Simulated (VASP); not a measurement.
Write the native input for VASP 6.6.1 that does the following.

```
Task                   : relaxation of cell and atoms
Functional             : PBE
Potentials or basis    : VASP PAW PBE potentials, release 64 (Au)
Cutoff                 : 600 eV
k mesh                 : 16 × 16 × 9
Occupations            : fermi-dirac, width 0.05 eV
Spin                   : no spin polarisation
Dipole correction      : no
Further INCAR settings : ALGO = Normal; EDIFF = 1e-06; IBRION = 2; EDIFFG = -0.005; NSW = 45; ISIF = 3
```

The structure of Au lies in POSCAR:

```
Au
1.0
    2.9280809877      0.0000000000      0.0000000000
   -1.4640404938      2.5357925197      0.0000000000
    0.0000000000      0.0000000000      4.8506766355
Au
2
Direct
    0.3333333333      0.6666666667      0.2500000000
    0.6666666667      0.3333333333      0.7500000000
```

This isn't the form of Au at room conditions, which is fcc.

These files were run (other wordings do the same):

INCAR

```
SYSTEM = Au
ALGO = Normal ; EDIFF = 1E-6
EDIFFG = -0.005 ; ENCUT = 600
GGA = PE ; IBRION = 2
ISIF = 3 ; ISMEAR = -1
LASPH = .True. ; LCHARG = .False.
LREAL = .False. ; LWAVE = .False.
NELM = 100 ; NSW = 45
PREC = Accurate ; SIGMA = 0.05
```

KPOINTS

```
k-points
0
Gamma
  16 16 9
  0 0 0
```

Potentials or basis: VASP PAW PBE potentials, release 64 (Au).

Command:

```sh
$ cat potpaw_PBE.64/Au/POTCAR > POTCAR
$ mpirun -np 1 vasp_std > vasp.out
```

Results of the run:

```yaml
Relaxed_volume: 17.99 Å³/atom
Relaxed_cell: a = 2.927 Å, b = 2.927 Å, c = 4.849 Å, α = 90.00°, β = 90.00°, γ = 120.00°
Space_group_after_relaxing_to_0.1_Å: P6_3/mmc (No. 194)
Energy_gained_by_relaxing: 0.0 meV/atom
Ionic_steps: 3
Pressure_after_relaxing: 0.0 GPa
Band_gap_on_the_k_mesh: zero (bands 11 and 12 overlap by 5.60 eV)
```

Caveat: spin-orbit coupling is left out, which moves the levels of the heavy elements.

Wall time 110 s on 1 thread of Intel(R) Xeon(R) Platinum 8259CL CPU @ 2.50GHz (Skylake/Cascade Lake), on a shared host, peak memory 0.23 GiB.
